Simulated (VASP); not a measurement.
# InPd (Fm-3m) in VASP: notebook

Aim: see how the results for InPd move with the level of theory and the settings. Levels: HSE06, PBEsol-based screened hybrid with 25 % exact exchange, r2SCAN0, r2SCANh. Tasks: single point.

Program: VASP 6.6.1. These are calculated values, not measurements. Logs are shortened: lines on timing, memory, paths and dates and some standing lists are left out, and cuts for length are marked.

### 1 The cell of the first run

It takes space group Fm-3m (No. 225, cubic). Conventional cell: a = 5.492 Å, b = 5.492 Å, c = 5.492 Å, α = 90.00°, β = 90.00°, γ = 90.00°. Within 3.6 Å of In (site symmetry m-3m) lie 6 Pd at 2.75 Å. Within 3.6 Å of Pd (site symmetry m-3m) lie 6 In at 2.75 Å.

### 2 Single point, HSE06

The input, POSCAR:

```
InPd
1.0
    0.0000000000      2.7460700000      2.7460700000
    2.7460700000      0.0000000000      2.7460700000
    2.7460700000      2.7460700000      0.0000000000
In Pd
1 1
Direct
    0.0000000000      0.0000000000      0.0000000000
    0.5000000000      0.5000000000      0.5000000000
```

The input, INCAR.step1:

```
SYSTEM = InPd
PREC = Accurate
ENCUT = 520
EDIFF = 1E-5
ISMEAR = -1
SIGMA = 0.05
LREAL = .False.
LASPH = .True.
NELM = 100
ALGO = Normal
ISIF = 2
LWAVE = .True.
LCHARG = .False.
GGA = PE
NBANDS = 18
```

The input, INCAR.step2:

```
SYSTEM = InPd
PREC = Accurate
ENCUT = 520
EDIFF = 1E-6
ISMEAR = -1
SIGMA = 0.05
LREAL = .False.
LASPH = .True.
NELM = 100
ALGO = Normal
ISIF = 2
LWAVE = .False.
LCHARG = .False.
GGA = PE
LHFCALC = .True.
HFSCREEN = 0.2079
PRECFOCK = Normal
ISTART = 1
NBANDS = 18
```

The input, KPOINTS:

```
Automatic mesh
0
Gamma
  4 4 4
  0 0 0
```

Potentials or basis: VASP PAW PBE potentials, release 64 (In_d, Pd).

On the command line:

```console
cat potpaw_PBE.64/In_d/POTCAR potpaw_PBE.64/Pd/POTCAR > POTCAR
cp INCAR.step1 INCAR
mpirun -np 1 vasp_std > vasp.out
cp INCAR.step2 INCAR
mpirun -np 1 vasp_std > vasp.out
```

OUTCAR:

```text
SYSTEM = InPd
   PREC = Accurate
   ENCUT = 520
   EDIFF = 1E-6
   ISMEAR = -1
   LREAL = .False.
   LASPH = .True.
   NELM = 100
   ISIF = 2
   GGA = PE
   LHFCALC = .True.
   HFSCREEN = 0.2079
   PRECFOCK = Normal
   ISTART = 1

 ion  position               nearest neighbor table
   1  0.000  0.000  0.000-   2 2.75   2 2.75   2 2.75   2 2.75   2 2.75   2 2.75
   2  0.500  0.500  0.500-   1 2.75   1 2.75   1 2.75   1 2.75   1 2.75   1 2.75

  LATTYP: Found a face centered cubic cell.
 ALAT       =     5.4921400000

  Lattice vectors:

 A1 = (   0.0000000000,   2.7460700000,   2.7460700000)
 A2 = (   2.7460700000,   0.0000000000,   2.7460700000)
 A3 = (   2.7460700000,   2.7460700000,   0.0000000000)

Analysis of symmetry for initial positions (statically):
=====================================================================
 Subroutine PRICEL returns:
 Original cell was already a primitive cell.

 Routine SETGRP: Setting up the symmetry group for a
 face centered cubic supercell.

 Subroutine GETGRP returns: Found 48 space group operations
 (whereof 48 operations were pure point group operations)
 out of a pool of 48 trial point group operations.

The static configuration has the point symmetry O_h .

Analysis of symmetry for dynamics (positions and initial velocities):
=====================================================================
 Subroutine PRICEL returns:
 Original cell was already a primitive cell.

 Routine SETGRP: Setting up the symmetry group for a
 face centered cubic supercell.

 Subroutine GETGRP returns: Found 48 space group operations
 (whereof 48 operations were pure point group operations)
 out of a pool of 48 trial point group operations.

The dynamic configuration has the point symmetry O_h .

 Subroutine INISYM returns: Found 48 space group operations
 (whereof 48 operations are pure point group operations),
 and found     1 'primitive' translations

----------------------------------------------------------------------------------------

                                     Primitive cell

[... 71 lines left out ...]
   ENCUT  =  520.0 eV  38.22 Ry    6.18 a.u.   7.22  7.22  7.22*2*pi/ulx,y,z
   NELM   =    100;   NELMIN=  2; NELMDL=  0     # of ELM steps
   EDIFF  = 0.1E-05   stopping-criterion for ELM
   LREAL  =      F    real-space projection
   EDIFFG = 0.1E-04   stopping-criterion for IOM
   NSW    =      0    number of steps for IOM
   IBRION =     -1    ionic relax: 0-MD 1-quasi-New 2-CG
   NFREE  =      0    steps in history (QN), initial steepest desc. (CG)
   ISIF   =      2    stress and relaxation
   ISYM   =      3    0-nonsym 1-usesym 2-fastsym
   POTIM  = 0.5000    time-step for ionic-motion
   TEBEG  =    0.0;   TEEND  =   0.0 temperature during run
   PSTRESS=    0.0 pullay stress
   NELECT =      23.0000    total number of electrons
   NUPDOWN=      -1.0000    fix difference up-down
   EMIN   =  10.00;   EMAX   =-10.00  energy-range for DOS
   EFERMI =   0.00;   METHOD = LEGACY
   ISMEAR =    -1;   SIGMA  =   0.05  broadening in eV -4-tet -1-fermi 0-gaus
   EFERMI_NEDOS =   21; number of points for ismear=-14 and -15
   IALGO  =     38    algorithm
   IMIX   =      1    mixing-type and parameters
     AMIX     =   0.40;   BMIX     =  1.00
     AMIX_MAG =   1.60;   BMIX_MAG =  1.00
  volume/ion in A,a.u.               =      20.71       139.74
  Fermi-wavevector in a.u.,A,eV,Ry     =   1.345641  2.542893 24.636741  1.810749
  Thomas-Fermi vector in A             =   2.473537
   LORBIT       =      0    0 simple, 1 ext, 2 COOP (PROOUT), +10 PAW based schemes
   GGA     = PE    functional components
   LHFCALC =     T    Hartree Fock is set to
   PRECFOCK=normal    Normal, Fast or Accurate (Low or Medium for compatibility)
   ENCUT4O =  -1.0   cutoff for four orbital integrals eV
   NKREDX  =     1    reduce k-point grid by
   NKREDY  =     1    reduce k-point grid by
   NKREDZ  =     1    reduce k-point grid by
   AEXX    =    0.2500 exact exchange contribution
   HFSCREEN=    0.2079 screening length (either q_TF or 0.3 A-1)
   HFSCREENC=   0.2079 screening length for correlation (either q_TF or 0.3 A-1)
   ENCUTFOCK=  -1.0 apply spherical cutoff to Coloumb kernel
   IVDW    =     0    specifies the selected vdW correction
   LEPSILON=     F    determine dielectric tensor
   LRPA    =     F    only Hartree local field effects (RPA)
 non-spin polarized calculation
  energy-cutoff  :      520.00
  volume of cell :       41.42
 maximum number of plane-waves:      1139
 NGX is ok and might be reduce to    30
  NGX = 24; NGY = 24; NGZ = 24

 number of electron      23.0000008 magnetization

 Free energy of the ion-electron system (eV)
  ---------------------------------------------------
  ext. energy  EPLUGINS =         0.00000000
  ---------------------------------------------------
  free energy    TOTEN  =        -9.67680080 eV

  energy without entropy =       -9.66832831  energy(sigma->0) =       -9.67256455

 E-fermi :   7.6521     XC(G=0):  -9.2197

 val. band max:        7.5715927286   @ k =  -0.2500   0.5000   0.2500
 cond. band min:       8.0787815347   @ k =   0.5000   0.5000   0.0000
 fundamental gap:      0.5071888062
 Fermi energy:         7.6520680617

 k-point     1 :       0.0000    0.0000    0.0000
  band No.  band energies     occupation
      1      -8.6384      2.00000
      2      -8.6384      2.00000
      3      -8.5565      2.00000
      4      -8.5565      2.00000
      5      -8.5565      2.00000
      6      -1.8147      2.00000
[... 145 lines left out ...]
      5      -8.4140      2.00000
      6       1.5349      2.00000
[... 10 lines left out ...]
     17      19.6860      0.00000
     18      19.6860      0.00000

------------------------ aborting loop because EDIFF is reached ----------------------------------------

  FORCE on cell =-STRESS in cart. coord.  units (eV):
  Direction    XX          YY          ZZ          XY          YZ          ZX
  --------------------------------------------------------------------------------------
  -------------------------------------------------------------------------------------
  Total       -0.9775342     -0.9775342     -0.9775342      0.0000000      0.0000000      0.0000000
  in kB      -37.8161858    -37.8161858    -37.8161858      0.0000000      0.0000000      0.0000000
  external PRESSURE =     -37.8161858 kB  Pullay stress =       0.0000000 kB

 VOLUME and BASIS-vectors are now :
 -----------------------------------------------------------------------------
  energy-cutoff  :      520.00
  volume of cell :       41.42
      direct lattice vectors                 reciprocal lattice vectors
     0.000000000  2.746070000  2.746070000    -0.182078388  0.182078388  0.182078388
     2.746070000  0.000000000  2.746070000     0.182078388 -0.182078388  0.182078388
     2.746070000  2.746070000  0.000000000     0.182078388  0.182078388 -0.182078388

 POSITION                                       TOTAL-FORCE (eV/Angst)
 -----------------------------------------------------------------------------------
      0.00000      0.00000      0.00000         0.000000      0.000000     -0.000000
      2.74607      2.74607      2.74607        -0.000000     -0.000000      0.000000
 -----------------------------------------------------------------------------------
    total drift:                                0.000011      0.000009      0.000006

  FREE ENERGIE OF THE ION-ELECTRON SYSTEM (eV)
  ---------------------------------------------------
  free  energy   TOTEN  =        -9.6768008027 eV

  energy  without entropy=       -9.6683283065  energy(sigma->0) =       -9.67256455
```

OSZICAR.step1:

```text
N       E                     dE             d eps       ncg     rms          rms(c)
DAV:   1     0.173921027600E+03    0.17392E+03   -0.11072E+04   292   0.158E+03
DAV:   2     0.377285965224E+01   -0.17015E+03   -0.16194E+03   290   0.373E+02
DAV:   3    -0.805864624863E+01   -0.11832E+02   -0.11719E+02   304   0.967E+01
DAV:   4    -0.835228774141E+01   -0.29364E+00   -0.29344E+00   338   0.146E+01
DAV:   5    -0.836841476049E+01   -0.16127E-01   -0.16127E-01   394   0.334E+00    0.479E+00
DAV:   6    -0.824477073380E+01    0.12364E+00   -0.31155E-01   344   0.693E+00    0.214E+00
DAV:   7    -0.822342950537E+01    0.21341E-01   -0.49496E-02   390   0.327E+00    0.114E+00
DAV:   8    -0.821773853530E+01    0.56910E-02   -0.15016E-02   350   0.117E+00    0.321E-01
DAV:   9    -0.821723089272E+01    0.50764E-03   -0.12568E-03   376   0.522E-01    0.634E-02
DAV:  10    -0.821724060924E+01   -0.97165E-05   -0.38523E-05   374   0.797E-02
   1 F= -.82172406E+01 E0= -.82115911E+01  d E =-.112990E-01
```

Run time: 14 min. Hardware: 1 thread of Intel Xeon Platinum 8259CL at 2.50GHz (Skylake/Cascade Lake), shared host; peak memory 0.28 GiB.

Results:

```
Free energy            : -9.6768 eV
Pressure               : -3.8 GPa
Band gap on the k mesh : zero (an odd number of electrons rules out a gap without spin polarisation)
```

Levels at points of the mesh, in eV from the Fermi level:
| k point | band 7 | band 8 | band 9 | band 10 | band 11 | band 12 | band 13 | band 14 | band 15 | band 16 |
| --- | --- | --- | --- | --- | --- | --- | --- | --- | --- | --- |
| (0.00, 0.00, 0.00) | -3.60 | -3.60 | -3.60 | -3.06 | -3.06 | 6.45 | 6.45 | 6.45 | 9.72 | 12.63 |
| (0.50, 0.00, 0.00) | -5.37 | -4.17 | -4.17 | -3.12 | -3.12 | -1.54 | 8.34 | 8.42 | 8.42 | 8.82 |
| (0.50, 0.50, 0.00) | -4.08 | -2.96 | -2.96 | -2.80 | -2.52 | 0.43 | 2.08 | 2.08 | 5.79 | 8.56 |

Caveat: the k points lie up to 0.50 Å⁻¹ apart, too coarse for converged energies and pressures of a metal; the PAW data sets were made with another functional, which shifts forces and pressure a little; spin-orbit coupling is left out, which moves the levels of the heavy elements.

### 3 Single point, PBEsol-based screened hybrid with 25 % exact exchange

POSCAR is that of step 2.

The input, INCAR.step1:

```
SYSTEM = InPd
  ALGO = Normal
  EDIFF = 1E-5
  ENCUT = 520
  GGA = PE
  ISIF = 2
  ISMEAR = -1
  LASPH = .True.
  LREAL = .False.
  LWAVE = .True.
  NBANDS = 18
  NELM = 60
  PREC = Accurate
  SIGMA = 0.05
```

The input, INCAR.step2:

```
SYSTEM = InPd
  AEXX = 0.25
  ALGO = Normal
  EDIFF = 1E-7
  ENCUT = 520
  GGA = PS
  HFSCREEN = 0.207
  ISIF = 2
  ISMEAR = -1
  ISTART = 1
  LASPH = .True.
  LCHARG = .True.
  LELF = .True.
  LHFCALC = .True.
  LREAL = .False.
  LVHAR = .True.
  LWAVE = .False.
  NBANDS = 18
  NELM = 60
  PREC = Accurate
  PRECFOCK = Normal
  SIGMA = 0.05
```

The input, KPOINTS:

```
k-points
0
Gamma
  4 4 4
  0 0 0
```

Potentials or basis: VASP PAW PBE potentials, release 64 (In_d, Pd).

On the command line:

```console
cat potpaw_PBE.64/In_d/POTCAR potpaw_PBE.64/Pd/POTCAR > POTCAR
cp INCAR.step1 INCAR
mpirun -np 1 vasp_std > vasp.out
cp INCAR.step2 INCAR
mpirun -np 1 vasp_std > vasp.out
```

Run time: 18 min. Hardware: 1 thread of Intel Xeon Platinum 8259CL at 2.50GHz (Skylake/Cascade Lake), shared host; peak memory 0.28 GiB.

Results (log left out):

* Free energy: -10.4625 eV
* Pressure: -7.1 GPa
* Band gap on the k mesh: zero (an odd number of electrons rules out a gap without spin polarisation)

Levels at points of the mesh, in eV from the Fermi level:
| k point | band 8 | band 9 | band 10 | band 11 | band 12 | band 13 | band 14 | band 15 |
| --- | --- | --- | --- | --- | --- | --- | --- | --- |
| (0.00, 0.00, 0.00) | -3.58 | -3.58 | -3.04 | -3.04 | 6.41 | 6.41 | 6.41 | 9.75 |
| (0.50, 0.00, 0.00) | -4.16 | -4.16 | -3.10 | -3.10 | -1.54 | 8.34 | 8.42 | 8.42 |
| (0.50, 0.50, 0.00) | -2.94 | -2.94 | -2.78 | -2.52 | 0.43 | 2.07 | 2.07 | 5.76 |

Caveat: the k points lie up to 0.50 Å⁻¹ apart, too coarse for converged energies and pressures of a metal; the PAW data sets were made with another functional, which shifts forces and pressure a little; spin-orbit coupling is left out, which moves the levels of the heavy elements.

### 4 Single point, r2SCAN0

POSCAR is that of step 3.

The input, INCAR.step1:

```
SYSTEM = InPd
PREC     = Accurate       ! precision mode
ENCUT    = 520            ! plane-wave cutoff, eV
EDIFF    = 1E-5           ! SCF threshold, eV
ISMEAR   = -1             ! smearing method
SIGMA    = 0.05           ! smearing width, eV
LREAL    = .False.        ! projectors in reciprocal space
LASPH    = .True.         ! aspherical terms in the spheres
NELM     = 100            ! most SCF steps
ALGO     = Normal         ! electronic algorithm
ISIF     = 2              ! what is computed and relaxed
LWAVE    = .True.         ! write WAVECAR
GGA      = PE             ! functional
NBANDS   = 18             ! bands
```

The input, INCAR.step2:

```
SYSTEM = InPd
PREC     = Accurate       ! precision mode
ENCUT    = 520            ! plane-wave cutoff, eV
EDIFF    = 1E-7           ! SCF threshold, eV
ISMEAR   = -1             ! smearing method
SIGMA    = 0.05           ! smearing width, eV
LREAL    = .False.        ! projectors in reciprocal space
LASPH    = .True.         ! aspherical terms in the spheres
NELM     = 100            ! most SCF steps
ALGO     = Normal         ! electronic algorithm
ISIF     = 2              ! what is computed and relaxed
LWAVE    = .False.        ! write WAVECAR
LCHARG   = .True.         ! write CHGCAR
METAGGA  = R2SCAN         ! meta-GGA
LHFCALC  = .True.         ! exact exchange
AEXX     = 0.25           ! exact-exchange fraction
LMIXTAU  = .True.       
PRECFOCK = Normal       
LELF     = .True.         ! ELF
LVHAR    = .True.       
ISTART   = 1            
NBANDS   = 18             ! bands
```

The input, KPOINTS:

```
regular mesh
0
Gamma
  4 4 4
  0 0 0
```

On the command line:

```console
cat potpaw_PBE.64/In_d/POTCAR potpaw_PBE.64/Pd/POTCAR > POTCAR
cp INCAR.step1 INCAR
mpirun -np 1 vasp_std > vasp.out
cp INCAR.step2 INCAR
mpirun -np 1 vasp_std > vasp.out
```

It took 29 min on 1 thread of Intel Xeon Platinum 8259CL at 2.50GHz (Skylake/Cascade Lake), shared host; peak memory 0.18 GiB.

Results (log left out):

- Free energy: -39.1449 eV
- Pressure: -5.5 GPa
- Band gap on the k mesh: zero (an odd number of electrons rules out a gap without spin polarisation)

Levels at points of the mesh, in eV from the Fermi level:
```tsv
k point	band 7	band 8	band 9	band 10	band 11	band 12	band 13	band 14	band 15	band 16
(0.00, 0.00, 0.00)	-3.98	-3.98	-3.98	-3.39	-3.39	7.17	7.17	7.17	10.78	13.73
(0.50, 0.00, 0.00)	-5.77	-4.55	-4.55	-3.49	-3.49	-1.83	9.22	9.22	9.27	9.62
(0.50, 0.50, 0.00)	-4.46	-3.33	-3.32	-3.11	-2.77	0.96	2.61	2.63	6.52	9.43
```

Caveat: the k points lie up to 0.50 Å⁻¹ apart, too coarse for converged energies and pressures of a metal; the PAW data sets were made with another functional, which shifts forces and pressure a little; spin-orbit coupling is left out, which moves the levels of the heavy elements.

### 5 Single point, r2SCANh

POSCAR is that of step 4.

The input, INCAR.step1:

```
SYSTEM = InPd
  PREC = Accurate
  ENCUT = 520
  EDIFF = 1E-5
  ISMEAR = -1
  SIGMA = 0.05
  LREAL = .FALSE.
  LASPH = .TRUE.
  NELM = 100
  ALGO = Normal
  ISIF = 2
  LWAVE = .TRUE.
  LCHARG = .FALSE.
  GGA = PE
  NBANDS = 18
```

The input, INCAR.step2:

```
SYSTEM = InPd
  PREC = Accurate
  ENCUT = 520
  EDIFF = 1E-7
  ISMEAR = -1
  SIGMA = 0.05
  LREAL = .FALSE.
  LASPH = .TRUE.
  NELM = 100
  ALGO = Normal
  ISIF = 2
  LWAVE = .FALSE.
  LCHARG = .FALSE.
  METAGGA = R2SCAN
  LHFCALC = .TRUE.
  AEXX = 0.1
  LMIXTAU = .TRUE.
  PRECFOCK = Normal
  ISTART = 1
  NBANDS = 18
```

The input, KPOINTS:

```
Automatic mesh
0
G
  4 4 4
  0 0 0
```

On the command line:

```console
cat potpaw_PBE.64/In_d/POTCAR potpaw_PBE.64/Pd/POTCAR > POTCAR
cp INCAR.step1 INCAR
mpirun -np 1 vasp_std > vasp.out
cp INCAR.step2 INCAR
mpirun -np 1 vasp_std > vasp.out
```

It took 20 min on 1 thread of Intel Xeon Platinum 8259CL at 2.50GHz (Skylake/Cascade Lake), shared host; peak memory 0.19 GiB.

It converged, with:

```
Free energy            : -43.2785 eV
Pressure               : -4.5 GPa
Band gap on the k mesh : zero (an odd number of electrons rules out a gap without spin polarisation)
```

Levels at points of the mesh, in eV from the Fermi level:
```
           k point  band 8  band 9  band 10  band 11  band 12  band 13  band 14  band 15
(0.00, 0.00, 0.00)   -3.30   -3.30    -2.89    -2.89     6.39     6.39     6.39    10.15
(0.50, 0.00, 0.00)   -3.97   -3.97    -2.87    -2.87    -1.51     8.39     8.39     8.57
(0.50, 0.50, 0.00)   -2.68   -2.68    -2.65    -2.50     0.48     2.12     2.12     5.69
```

Caveat: the k points lie up to 0.50 Å⁻¹ apart, too coarse for converged energies and pressures of a metal; the PAW data sets were made with another functional, which shifts forces and pressure a little; spin-orbit coupling is left out, which moves the levels of the heavy elements.

### 6 Overview

```tsv
level	share of exact exchange	screening parameter	gap on the mesh (eV)	pressure (GPa)
HSE06	0.25	0.2079 1/Å	none	-3.8
PBEsol-based screened hybrid with 25 % exact exchange	0.25	0.207 1/Å	none	-7.1
r2SCAN0	0.25	-	none	-5.5
r2SCANh	0.1	-	none	-4.5
```

Alike in all rows: task single point; potentials or basis VASP PAW PBE potentials, release 64 (In_d, Pd); no spin polarisation; cell as given; k mesh 4 × 4 × 4; cutoff (eV) 520; smearing fermi-dirac 0.05 eV.

Caveats: all runs use coarse meshes; the PAW data sets were made with another functional, which shifts forces and pressure a little; spin-orbit coupling is left out, which moves the levels of the heavy elements.

Absolute energies hang on the potentials; compare differences alone.

The gap in the log of VASP goes by the Fermi energy; the results here count the filled bands.